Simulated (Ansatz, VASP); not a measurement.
**AlRu in VASP and in Ansatz**

File INCAR:

```
ALGO = Normal ; EDIFF = 1E-7
ENCUT = 520 ; GGA = PE
ISIF = 2 ; ISMEAR = 0
LASPH = T ; LCHARG = F
LREAL = F ; LWAVE = F
NBANDS = 16 ; NELM = 100
PREC = Accurate ; SIGMA = 0.1
```

Contents of KPOINTS:

```
k-points
0
Gamma
  6 6 6
```

The input POSCAR:

```
AlRu
1.0
    2.9824954400      0.0000000000      0.0000000000
    0.0000000000      2.9824954400      0.0000000000
    0.0000000000      0.0000000000      2.9824954400
Al Ru
1 1
Direct
    0.0000000000      0.0000000000      0.0000000000
    0.5000000000      0.5000000000      0.5000000000
```

Input for Ansatz:

```yaml
crystal:
  lattice:
    - [2.98249544, 0.0, 0.0]
    - [0.0, 2.98249544, 0.0]
    - [0.0, 0.0, 2.98249544]
  atoms:
    - { symbol: Al, position: [0.0, 0.0, 0.0] }
    - { symbol: Ru, position: [0.5, 0.5, 0.5] }
basis:
  ecutwfc: 420
kpoints:
  mp_grid: { grid: [6, 6, 6] }
hamiltonian:
  xc: pbe
scf:
  occupations: { method: gaussian, width: 0.1 }
  lower_state_search: "off"
output:
  forces: true
  stress: true
  eigenvalues: true
```

Alike in both runs: task single point; functional PBE; k mesh 6 × 6 × 6; occupations gaussian, width 0.1 eV; no spin polarisation.

```csv
,VASP,Ansatz
version,VASP 6.6.1,Ansatz 0.2.0
potentials or method,"VASP PAW PBE potentials, release 64 (Al, Ru_pv), cutoff 520 eV","scalar-relativistic, plane waves, PAW"
valence electrons in the cell,17,19
```

```csv
,VASP,Ansatz,Ansatz less VASP
gap on the k mesh at the Fermi level (eV),none,none,-
pressure (GPa),4.5,4.5,+0.03
```

A gap of «none» marks a metal or a gap that the smearing closes. The functional is the same, so the differences come from potentials, cutoffs and numerics. VASP's potentials hold 17 valence electrons a cell and Ansatz's 19, so a difference there can come from the potentials and not from the codes.
